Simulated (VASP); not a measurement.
Runs of VASP 6.6.1 on As2Se. The structure is that of space group I4_1/amd (No. 141), or close to it. The cells are those of the table. 

```csv
task,level,potentials or basis,cell,gap on the mesh (eV),pressure (GPa),relaxed volume (Å³/atom)
single point,LDA,"VASP PAW LDA potentials, release 64 (As, Se)","a = 5.523 Å, angles 102.8, 102.8, 123.8°, 6 atoms",none,0.3,-
single point,RPBE,"VASP PAW PBE potentials, release 64 (As, Se)","a = 5.716 Å, angles 102.4, 102.4, 124.8°, 6 atoms",none,0.0,-
relaxation of cell and atoms,PBE+D3(BJ),"VASP PAW PBE potentials, release 64 (As, Se)","relaxed from a = 5.653 Å, angles 102.7, 102.7, 124.0°, 6 atoms",none,0.0,(a)
relaxation of cell and atoms,LDA,"VASP PAW LDA potentials, release 64 (As, Se)","relaxed from a = 5.653 Å, angles 102.7, 102.7, 124.0°, 6 atoms",none,0.1,20.65
relaxation of cell and atoms,RPBE,"VASP PAW PBE potentials, release 64 (As, Se)","relaxed from a = 5.653 Å, angles 102.7, 102.7, 124.0°, 6 atoms",none,0.0,22.64
single point,PBE+D3(BJ),"VASP PAW PBE potentials, release 64 (As, Se)","a = 5.565 Å, angles 102.8, 102.8, 123.8°, 6 atoms",none,0.1,-
```

Alike in all rows: no spin polarisation; k mesh 6 × 6 × 6; cutoff (eV) 500; smearing fermi-dirac 0.1 eV.

Estimate the missing entries.

(a) 21.14.

Caveats: the PAW data sets were made with another functional, which shifts forces and pressure a little (at least some runs).

A k mesh can miss the band edges, and the runs leave out spin-orbit coupling on As, Se.

A gap of «none» marks levels without a gap at the run's occupations.
